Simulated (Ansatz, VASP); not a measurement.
TiO2: VASP beside Ansatz

The input INCAR:

```
SYSTEM = TiO2
ALGO = Normal
EDIFF = 1E-7
ENCUT = 520
GGA = PE
ISIF = 2
ISMEAR = 0
LASPH = .TRUE.
LCHARG = .FALSE.
LDAU = .TRUE.
LDAUJ = 0 0
LDAUL = 2 -1
LDAUPRINT = 1
LDAUTYPE = 2
LDAUU = 4 0
LMAXMIX = 4
LREAL = .FALSE.
LWAVE = .FALSE.
NBANDS = 33
NELM = 150
PREC = Accurate
SIGMA = 0.05
```

KPOINTS

```
k-points
0
G
  6 6 6
  0 0 0
```

File POSCAR:

```
TiO2
1.0
    2.7135409263     -2.7136163321     -0.0202485480
    2.7135409263      2.7136163321     -0.0202485480
   -2.6767287785      0.0000000000      4.9358366747
Ti O
2 4
Direct
    0.1250069486      0.8749930514      0.2500000000
    0.8749930514      0.1250069486      0.7500000000
    0.3148847788      0.0649080541      0.6297792795
    0.6851152212      0.9350919459      0.3702207205
    0.9350919459      0.6851152212      0.8702207205
    0.0649080541      0.3148847788      0.1297792795
```

Input for Ansatz:

```yaml
crystal:
  lattice:
    - [2.7135409263, -2.7136163321, -0.020248548]
    - [2.7135409263, 2.7136163321, -0.020248548]
    - [-2.6767287785, 0.0, 4.9358366747]
  atoms:
    - { symbol: Ti, position: [0.1250069486, 0.8749930514, 0.25] }
    - { symbol: Ti, position: [0.8749930514, 0.1250069486, 0.75] }
    - { symbol: O, position: [0.3148847788, 0.0649080541, 0.6297792795] }
    - { symbol: O, position: [0.6851152212, 0.9350919459, 0.3702207205] }
    - { symbol: O, position: [0.9350919459, 0.6851152212, 0.8702207205] }
    - { symbol: O, position: [0.0649080541, 0.3148847788, 0.1297792795] }
basis:
  ecutwfc: 520.0
kpoints:
  mp_grid: { grid: [6, 6, 6] }
hamiltonian:
  xc: pbe
  pseudopotentials: { kind: paw, azcp: { folder: soft_1 } }
  hubbard: { sites: [{ species: Ti, l: d, u_eff: 4.0 }] }
scf:
  occupations: { method: gaussian, width: 0.05 }
output:
  forces: true
  stress: true
  eigenvalues: true
```

Alike in both runs: task single point; functional PBE; k mesh 6 × 6 × 6; occupations gaussian, width 0.05 eV; no spin polarisation; Hubbard terms Ti d U = 4.0 eV.

|  | VASP | Ansatz |
| --- | --- | --- |
| version | VASP 6.6.1 | Ansatz 0.2.0 |
| potentials or method | VASP PAW PBE potentials, release 64 (Ti_sv, O), cutoff 520 eV | scalar-relativistic, plane waves, PAW |
| valence electrons in the cell | 48 | 48 |

```tsv
	VASP	Ansatz	Ansatz less VASP
gap on the k mesh at the Fermi level (eV)	2.74	2.78	+0.035
least direct gap on the mesh (eV)	2.96	2.98	+0.015
pressure (GPa)	12.9	8.7	-4.23
traceless stress, the component that is largest in VASP (GPa)	20.10	18.61	-1.486
rms of the force components (eV/Å)	1.549	1.415	-0.1343
```

The programs project onto different local orbitals, so the same U acts differently, and such runs can settle in different states. Atom by atom the forces differ by 0.134 eV/Å (rms over components).
